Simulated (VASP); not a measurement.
A run of VASP 6.6.1:

The input INCAR:

```
SYSTEM = Ge
PREC = Accurate ; ENCUT = 520
EDIFF = 1E-6 ; ISMEAR = -1
SIGMA = 0.03 ; LREAL = .False.
LASPH = .True. ; NELM = 100
ALGO = Normal ; ISIF = 2
LWAVE = .False. ; LCHARG = .False.
GGA = PS ; NBANDS = 36
```

File KPOINTS:

```
Automatic mesh
0
Gamma
  5 5 2
  0 0 0
```

POSCAR

```
Ge
1.0
    3.9975858431      0.0000000000      0.0000000000
   -1.9987929216      3.4620108940      0.0000000000
    0.0000000000      0.0000000000      6.5993779500
Ge
4
Direct
    0.3333333333      0.6666666667      0.9370987500
    0.6666666667      0.3333333333      0.4370987500
    0.3333333333      0.6666666667      0.5629012500
    0.6666666667      0.3333333333      0.0629012500
```

Potentials or basis: VASP PAW PBE potentials, release 64 (Ge_d).

Launch:

```bash
$ cat potpaw_PBE.64/Ge_d/POTCAR > POTCAR
$ mpirun -np 1 vasp_std > vasp.out
```

Hardware: 1 thread of Intel Xeon 8259CL, on a shared host.

**Question.** How long does it take, and how much memory?

**Answer.** Wall time 52 s on 1 thread of Intel Xeon 8259CL, with other jobs on the host, peak memory 0.2 GiB. Counts: scf iterations 12, k points 10.
